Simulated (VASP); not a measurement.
# TlSn (P4/mmm) in VASP: a series of runs, part 2 of 4

VASP 6.6.1. The steps go on from the part before.

## (3) Electric field gradients, LDA

The input, INCAR:

```
ALGO = Normal
EDIFF = 1E-8
ENCUT = 520
ISIF = 2
ISMEAR = -1
LASPH = True
LCHARG = False
LEFG = True
LREAL = False
LWAVE = False
NBANDS = 20
NELM = 60
PREC = Accurate
SIGMA = 0.08
```

The input, KPOINTS:

```
k-points
0
Gamma
  9 9 8
```

The input, POSCAR:

```
TlSn
1.0
    3.6147298654      0.0000000000      0.0000000000
    0.0000000000      3.6147298654      0.0000000000
    0.0000000000      0.0000000000      4.3750000000
Tl Sn
1 1
Direct
    0.0000000000      0.0000000000      0.0000000000
    0.5000000000      0.5000000000      0.5000000000
```

Potentials or basis: VASP PAW LDA potentials, release 64 (Tl_d, Sn_d).

Command:

```
cat potpaw_LDA.64/Tl_d/POTCAR potpaw_LDA.64/Sn_d/POTCAR > POTCAR
mpirun -np 1 vasp_std > vasp.out
```

OUTCAR:

```text
EDIFF = 1E-8
   ENCUT = 520
   ISIF = 2
   ISMEAR = -1
   LASPH = True
   LREAL = False
   NELM = 60
   PREC = Accurate

 ion  position               nearest neighbor table
   1  0.000  0.000  0.000-   2 3.36   2 3.36   2 3.36   2 3.36   2 3.36   2 3.36   2 3.36   2 3.36

   2  0.500  0.500  0.500-   1 3.36   1 3.36   1 3.36   1 3.36   1 3.36   1 3.36   1 3.36   1 3.36

  LATTYP: Found a simple tetragonal cell.
 ALAT       =     3.6147298654
 C/A-ratio  =     1.2103255742

  Lattice vectors:

 A1 = (   3.6147298654,   0.0000000000,   0.0000000000)
 A2 = (   0.0000000000,   3.6147298654,   0.0000000000)
 A3 = (   0.0000000000,   0.0000000000,   4.3750000000)

Analysis of symmetry for initial positions (statically):
=====================================================================
 Subroutine PRICEL returns:
 Original cell was already a primitive cell.

 Routine SETGRP: Setting up the symmetry group for a
 simple tetragonal supercell.

 Subroutine GETGRP returns: Found 16 space group operations
 (whereof 16 operations were pure point group operations)
 out of a pool of 16 trial point group operations.

The static configuration has the point symmetry D_4h.

Analysis of symmetry for dynamics (positions and initial velocities):
=====================================================================
 Subroutine PRICEL returns:
 Original cell was already a primitive cell.

 Routine SETGRP: Setting up the symmetry group for a
 simple tetragonal supercell.

 Subroutine GETGRP returns: Found 16 space group operations
 (whereof 16 operations were pure point group operations)
 out of a pool of 16 trial point group operations.

The dynamic configuration has the point symmetry D_4h.

[... 148 lines left out ...]
 val. band max:        6.7305459747   @ k =   0.4444   0.3333   0.5000
 cond. band min:       6.7558317964   @ k =   0.4444   0.3333   0.2500
 fundamental gap:      0.0252858217
 Fermi energy:         6.7359518211

 k-point     1 :       0.0000    0.0000    0.0000
  band No.  band energies     occupation
      1     -14.6927      2.00000
      2     -14.6637      2.00000
      3     -14.6329      2.00000
      4     -14.6329      2.00000
      5     -14.6167      2.00000
      6      -4.8220      2.00000
[... 541 lines left out ...]
     19      15.1350      0.00000
     20      16.5024      0.00000

 [... further k-points ...]
[... 5 lines left out ...]
  --------------------------------------------------------------------------------------
  -------------------------------------------------------------------------------------
  Total       -1.2511140     -1.2511140     -1.0056015      0.0000000      0.0000000      0.0000000
  in kB      -35.0653121    -35.0653121    -28.1842683      0.0000000      0.0000000      0.0000000
  external PRESSURE =     -32.7716308 kB  Pullay stress =       0.0000000 kB

 VOLUME and BASIS-vectors are now :
 -----------------------------------------------------------------------------
  energy-cutoff  :      520.00
  volume of cell :       57.16
      direct lattice vectors                 reciprocal lattice vectors
     3.614729865  0.000000000  0.000000000     0.276645846  0.000000000  0.000000000
     0.000000000  3.614729865  0.000000000     0.000000000  0.276645846  0.000000000
     0.000000000  0.000000000  4.375000000     0.000000000  0.000000000  0.228571429

 POSITION                                       TOTAL-FORCE (eV/Angst)
 -----------------------------------------------------------------------------------
      0.00000      0.00000      0.00000         0.000000      0.000000      0.000000
      1.80736      1.80736      2.18750         0.000000      0.000000      0.000000
 -----------------------------------------------------------------------------------
    total drift:                                0.000000      0.000000      0.000000

  FREE ENERGIE OF THE ION-ELECTRON SYSTEM (eV)
  ---------------------------------------------------
  free  energy   TOTEN  =        -7.3008658672 eV

  energy  without entropy=       -7.2795503144  energy(sigma->0) =       -7.29020809

 Electric field gradients (V/A^2)
---------------------------------------------------------------------
 ion       V_xx      V_yy      V_zz      V_xy      V_xz      V_yz
---------------------------------------------------------------------
   1      31.215    31.215   -62.429    -0.000    -0.000    -0.000
   2       4.822     4.822    -9.645    -0.000    -0.000     0.000
---------------------------------------------------------------------

 Electric field gradients after diagonalization (V/A^2)
 (convention: |V_zz| > |V_xx| > |V_yy|)
----------------------------------------------------------------------
 ion       V_xx      V_yy      V_zz     asymmetry (V_yy - V_xx)/ V_zz
----------------------------------------------------------------------
   1      31.215    31.215   -62.429       0.000
   2       4.822     4.822    -9.645       0.000
----------------------------------------------------------------------

           NMR quadrupolar parameters

 Cq : quadrupolar parameter    Cq=e*Q*V_zz/h
 eta: asymmetry parameters     (V_yy - V_xx)/ V_zz
 Q  : nuclear electric quadrupole moment in mb (millibarn)
----------------------------------------------------------------------
 ion       Cq(MHz)       eta       Q (mb)
----------------------------------------------------------------------
   1      -0.151       0.000       1.000
   2      -0.023       0.000       1.000
----------------------------------------------------------------------
```

OSZICAR:

```text
N       E                     dE             d eps       ncg     rms          rms(c)
DAV:   1     0.201420505952E+03    0.20142E+03   -0.13710E+04  3072   0.172E+03
DAV:   2     0.784987944960E+01   -0.19357E+03   -0.18842E+03  3032   0.439E+02
DAV:   3    -0.696646836342E+01   -0.14816E+02   -0.14698E+02  3456   0.105E+02
DAV:   4    -0.734028053289E+01   -0.37381E+00   -0.37365E+00  3380   0.163E+01
DAV:   5    -0.735170330587E+01   -0.11423E-01   -0.11422E-01  3864   0.302E+00    0.294E+00
DAV:   6    -0.731054185055E+01    0.41161E-01   -0.72382E-02  3424   0.240E+00    0.199E+00
DAV:   7    -0.730162529579E+01    0.89166E-02   -0.28080E-02  3588   0.153E+00    0.638E-01
DAV:   8    -0.730086522454E+01    0.76007E-03   -0.21491E-03  3200   0.433E-01    0.324E-02
DAV:   9    -0.730086634383E+01   -0.11193E-05   -0.64132E-05  4036   0.685E-02    0.958E-03
DAV:  10    -0.730086596528E+01    0.37855E-06   -0.59278E-06  3420   0.245E-02    0.270E-03
DAV:  11    -0.730086587023E+01    0.95045E-07   -0.64654E-07  3828   0.841E-03    0.307E-03
DAV:  12    -0.730086586715E+01    0.30777E-08   -0.70504E-08  3324   0.202E-03
   1 F= -.73008659E+01 E0= -.72902081E+01  d E =-.213156E-01
```

stdout:

```text
POSCAR found type information on POSCAR TlSn
 POSCAR found :  2 types and       2 ions
 scaLAPACK will be used
 LDA part: xc-table for (Slater(with rela. corr.)+CA(PZ))
 , standard interpolation
 POSCAR, INCAR and KPOINTS ok, starting setup
 FFT: planning ... GRIDC
 FFT: planning ... GRID_SOFT
 FFT: planning ... GRID
 WAVECAR not read
 entering main loop
ion   1

ion   2
```

It took 25 s on 1 thread of Intel Xeon 6975P-C (Granite Rapids), shared host; peak memory 0.21 GiB.

Results:

| Quantity | Value |
| --- | --- |
| Free energy | -7.3009 eV |
| Pressure | -3.3 GPa |

Stress tensor (GPa, compression positive):
```
-3.51  0.00  0.00
 0.00 -3.51  0.00
 0.00  0.00 -2.82
```

Electric field gradients, principal values (V/Å²):
| atom | least | middle | greatest (by size) |
| --- | --- | --- | --- |
| 1 Tl | 31.215 | 31.215 | -62.429 |
| 2 Sn | 4.822 | 4.822 | -9.645 |

Caveat: without QUAD_EFG the Cq values of the log hold for a quadrupole moment of 1 mb, not for the nuclei; spin-orbit coupling is left out, which moves the levels of the heavy elements.

## (4) Electric field gradients, LDA (volume scaled by 1.01)

The input, INCAR:

```
SYSTEM = TlSn
PREC = Accurate ; ENCUT = 520
EDIFF = 1E-8 ; ISMEAR = -1
SIGMA = 0.08 ; LREAL = .False.
LASPH = .True. ; NELM = 100
ALGO = Normal ; ISIF = 2
LWAVE = .False. ; LCHARG = .False.
LEFG = .True. ; NBANDS = 20
```

The input, KPOINTS:

```
Automatic mesh
0
Gamma
  9 9 8
  0 0 0
```

The input, POSCAR:

```
TlSn
1.0
    3.6267390229      0.0000000000      0.0000000000
    0.0000000000      3.6267390229      0.0000000000
    0.0000000000      0.0000000000      4.3895349905
Tl Sn
1 1
Direct
    0.0000000000      0.0000000000      0.0000000000
    0.5000000000      0.5000000000      0.5000000000
```

Potentials or basis: VASP PAW LDA potentials, release 64 (Tl_d, Sn_d).

Command:

```
cat potpaw_LDA.64/Tl_d/POTCAR potpaw_LDA.64/Sn_d/POTCAR > POTCAR
mpirun -np 1 vasp_std > vasp.out
```

OUTCAR:

```text
SYSTEM = TlSn
   PREC = Accurate
   ENCUT = 520
   EDIFF = 1E-8
   ISMEAR = -1
   LREAL = .False.
   LASPH = .True.
   NELM = 100
   ISIF = 2

 ion  position               nearest neighbor table
   1  0.000  0.000  0.000-   2 3.38   2 3.38   2 3.38   2 3.38   2 3.38   2 3.38   2 3.38   2 3.38

   2  0.500  0.500  0.500-   1 3.38   1 3.38   1 3.38   1 3.38   1 3.38   1 3.38   1 3.38   1 3.38

  LATTYP: Found a simple tetragonal cell.
 ALAT       =     3.6267390229
 C/A-ratio  =     1.2103255742

  Lattice vectors:

 A1 = (   3.6267390229,   0.0000000000,   0.0000000000)
 A2 = (   0.0000000000,   3.6267390229,   0.0000000000)
 A3 = (   0.0000000000,   0.0000000000,   4.3895349905)

Analysis of symmetry for initial positions (statically):
=====================================================================
 Subroutine PRICEL returns:
 Original cell was already a primitive cell.

 Routine SETGRP: Setting up the symmetry group for a
 simple tetragonal supercell.

 Subroutine GETGRP returns: Found 16 space group operations
 (whereof 16 operations were pure point group operations)
 out of a pool of 16 trial point group operations.

The static configuration has the point symmetry D_4h.

Analysis of symmetry for dynamics (positions and initial velocities):
=====================================================================
 Subroutine PRICEL returns:
 Original cell was already a primitive cell.

 Routine SETGRP: Setting up the symmetry group for a
 simple tetragonal supercell.

 Subroutine GETGRP returns: Found 16 space group operations
 (whereof 16 operations were pure point group operations)
 out of a pool of 16 trial point group operations.

[... 149 lines left out ...]

 val. band max:        6.6230881060   @ k =   0.3333   0.2222   0.1250
 cond. band min:       6.6518822568   @ k =   0.4444   0.3333   0.2500
 fundamental gap:      0.0287941507
 Fermi energy:         6.6266293042

 k-point     1 :       0.0000    0.0000    0.0000
  band No.  band energies     occupation
      1     -14.8001      2.00000
      2     -14.7721      2.00000
      3     -14.7425      2.00000
      4     -14.7425      2.00000
      5     -14.7268      2.00000
      6      -4.9146      2.00000
[... 541 lines left out ...]
     19      14.9872      0.00000
     20      16.3479      0.00000

 [... further k-points ...]
[... 5 lines left out ...]
  --------------------------------------------------------------------------------------
  -------------------------------------------------------------------------------------
  Total       -1.3836064     -1.3836064     -1.1367511      0.0000000      0.0000000     -0.0000000
  in kB      -38.3947648    -38.3947648    -31.5445878      0.0000000      0.0000000     -0.0000000
  external PRESSURE =     -36.1113725 kB  Pullay stress =       0.0000000 kB

 VOLUME and BASIS-vectors are now :
 -----------------------------------------------------------------------------
  energy-cutoff  :      520.00
  volume of cell :       57.74
      direct lattice vectors                 reciprocal lattice vectors
     3.626739023  0.000000000  0.000000000     0.275729793  0.000000000  0.000000000
     0.000000000  3.626739023  0.000000000     0.000000000  0.275729793  0.000000000
     0.000000000  0.000000000  4.389534990     0.000000000  0.000000000  0.227814564

 POSITION                                       TOTAL-FORCE (eV/Angst)
 -----------------------------------------------------------------------------------
      0.00000      0.00000      0.00000         0.000000      0.000000      0.000000
      1.81337      1.81337      2.19477         0.000000      0.000000      0.000000
 -----------------------------------------------------------------------------------
    total drift:                                0.000000      0.000000      0.000000

  FREE ENERGIE OF THE ION-ELECTRON SYSTEM (eV)
  ---------------------------------------------------
  free  energy   TOTEN  =        -7.2888434843 eV

  energy  without entropy=       -7.2672898000  energy(sigma->0) =       -7.27806664

 Electric field gradients (V/A^2)
---------------------------------------------------------------------
 ion       V_xx      V_yy      V_zz      V_xy      V_xz      V_yz
---------------------------------------------------------------------
   1      30.889    30.889   -61.778    -0.000    -0.000     0.000
   2       4.770     4.770    -9.540    -0.000     0.000    -0.000
---------------------------------------------------------------------

 Electric field gradients after diagonalization (V/A^2)
 (convention: |V_zz| > |V_xx| > |V_yy|)
----------------------------------------------------------------------
 ion       V_xx      V_yy      V_zz     asymmetry (V_yy - V_xx)/ V_zz
----------------------------------------------------------------------
   1      30.889    30.889   -61.778       0.000
   2       4.770     4.770    -9.540       0.000
----------------------------------------------------------------------

           NMR quadrupolar parameters

 Cq : quadrupolar parameter    Cq=e*Q*V_zz/h
 eta: asymmetry parameters     (V_yy - V_xx)/ V_zz
 Q  : nuclear electric quadrupole moment in mb (millibarn)
----------------------------------------------------------------------
 ion       Cq(MHz)       eta       Q (mb)
----------------------------------------------------------------------
   1      -0.149       0.000       1.000
   2      -0.023       0.000       1.000
----------------------------------------------------------------------
```

OSZICAR:

```text
N       E                     dE             d eps       ncg     rms          rms(c)
DAV:   1     0.200746628500E+03    0.20075E+03   -0.13688E+04  3076   0.170E+03
DAV:   2     0.766093685441E+01   -0.19309E+03   -0.18790E+03  3020   0.440E+02
DAV:   3    -0.694747836759E+01   -0.14608E+02   -0.14500E+02  3432   0.105E+02
DAV:   4    -0.732695660096E+01   -0.37948E+00   -0.37927E+00  3328   0.166E+01
DAV:   5    -0.733848393068E+01   -0.11527E-01   -0.11527E-01  3816   0.306E+00    0.286E+00
DAV:   6    -0.729830075579E+01    0.40183E-01   -0.71085E-02  3388   0.237E+00    0.193E+00
DAV:   7    -0.728957866415E+01    0.87221E-02   -0.27412E-02  3588   0.151E+00    0.626E-01
DAV:   8    -0.728884289111E+01    0.73577E-03   -0.20338E-03  3248   0.424E-01    0.306E-02
DAV:   9    -0.728884395273E+01   -0.10616E-05   -0.61846E-05  4104   0.672E-02    0.964E-03
DAV:  10    -0.728884358532E+01    0.36741E-06   -0.54664E-06  3456   0.238E-02    0.261E-03
DAV:  11    -0.728884348716E+01    0.98157E-07   -0.59533E-07  3840   0.815E-03    0.284E-03
DAV:  12    -0.728884348428E+01    0.28808E-08   -0.63217E-08  3300   0.195E-03
   1 F= -.72888435E+01 E0= -.72780666E+01  d E =-.215537E-01
```

It took 25 s on 1 thread of Intel Xeon 6975P-C (Granite Rapids), shared host; peak memory 0.21 GiB.

What came out:

* Free energy: -7.2888 eV
* Pressure: -3.6 GPa

Levels at points of the mesh, in eV from the Fermi level:
| k point | band 10 | band 11 | band 12 | band 13 | band 14 | band 15 | band 16 | band 17 |
| --- | --- | --- | --- | --- | --- | --- | --- | --- |
| (0.00, 0.00, 0.00) | -11.17 | -10.35 | -3.01 | -1.55 | 1.61 | 1.61 | 5.27 | 6.12 |
| (0.00, 0.00, 0.50) | -11.17 | -8.51 | -7.97 | 3.40 | 3.40 | 3.52 | 4.33 | 4.91 |

Electric field gradients, principal values (V/Å²):
| atom | least | middle | greatest (by size) |
| --- | --- | --- | --- |
| 1 Tl | 30.889 | 30.889 | -61.778 |
| 2 Sn | 4.770 | 4.770 | -9.540 |

Caveat: without QUAD_EFG the Cq values of the log hold for a quadrupole moment of 1 mb, not for the nuclei; spin-orbit coupling is left out, which moves the levels of the heavy elements.

(Continued in part 3 of 4.)
